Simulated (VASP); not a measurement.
Input of a VASP 6.6.1 run:

File POSCAR:

```
Pt
1.0
   -1.5600844347      1.5600844347      1.5600844347
    1.5600844347     -1.5600844347      1.5600844347
    1.5600844347      1.5600844347     -1.5600844347
Pt
1
Direct
    0.0000000000      0.0000000000      0.0000000000
```

INCAR.step1

```
PREC = Accurate
ENCUT = 550
ISMEAR = 1
SIGMA = 0.05
LREAL = False
LASPH = True
NELM = 120
NBANDS = 11
GGA = PE
ALGO = Normal
EDIFF = 1E-5
LWAVE = True
LCHARG = False
GGA_COMPAT = False
```

INCAR.step2

```
PREC = Accurate
ENCUT = 550
EDIFF = 1E-6
ISMEAR = 1
SIGMA = 0.05
LREAL = False
LASPH = True
NELM = 120
ALGO = Normal
ISIF = 2
LWAVE = False
LCHARG = False
METAGGA = R2SCAN
LMIXTAU = True
NBANDS = 11
ISTART = 1
GGA_COMPAT = False
```

The input KPOINTS:

```
regular mesh
0
Gamma
  15 15 15
```

Potentials or basis: VASP PAW PBE potentials, release 64 (Pt).

Command:

```console
$ cat potpaw_PBE.64/Pt/POTCAR > POTCAR
$ cp INCAR.step1 INCAR
$ mpirun -np 1 vasp_std > vasp.out
$ cp INCAR.step2 INCAR
$ mpirun -np 1 vasp_std > vasp.out
```

**Question.** Estimate the band gap on the k mesh.

**Answer.** Zero (bands 5 and 6 overlap by 2.42 eV).

**Question.** Predict the pressure.

**Answer.** 5.7 GPa.

Caveat: the cell stands under pressure; the PAW data sets were made with another functional, which shifts forces and pressure a little; spin-orbit coupling is left out, which moves the levels of the heavy elements.
